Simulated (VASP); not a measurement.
Wanted: the native input for a VASP 6.6.1 run.

```
Task                   : single point
Functional             : PBE
Potentials or basis    : VASP PAW PBE potentials, release 64 (Zn, Se)
Cutoff                 : 500 eV
k mesh                 : 8 × 8 × 8
Occupations            : gaussian, width 0.01 eV
Spin                   : no spin polarisation
Dipole correction      : no
Further INCAR settings : ALGO = Normal; EDIFF = 1e-06; NBANDS = 16
```

The structure of ZnSe (Stilleite) lies in POSCAR:

```
ZnSe
1.0
    0.0000000000      2.8338000000      2.8338000000
    2.8338000000      0.0000000000      2.8338000000
    2.8338000000      2.8338000000      0.0000000000
Zn Se
1 1
Direct
    0.0000000000      0.0000000000      0.0000000000
    0.2500000000      0.2500000000      0.2500000000
```

The input as run:

INCAR

```
  PREC = Accurate
  ENCUT = 500
  EDIFF = 1E-6
  ISMEAR = 0
  SIGMA = 0.01
  LREAL = F
  LASPH = T
  NELM = 120
  ALGO = Normal
  ISIF = 2
  LWAVE = F
  LCHARG = F
  GGA = PE
  NBANDS = 16
  GGA_COMPAT = F
```

KPOINTS

```
Automatic mesh
0
Gamma
  8 8 8
```

Potentials or basis: VASP PAW PBE potentials, release 64 (Zn, Se).

The run is started by

```console
$ cat potpaw_PBE.64/Zn/POTCAR potpaw_PBE.64/Se/POTCAR > POTCAR
$ mpirun -np 1 vasp_std > vasp.out
```

Results of the run:

| Quantity | Value |
| --- | --- |
| Pressure | 2.3 GPa |
| Band gap on the k mesh | 1.29 eV, direct |

Wall time 27 s on 1 thread of Intel Xeon 8259CL (shared host), peak memory 0.18 GiB.
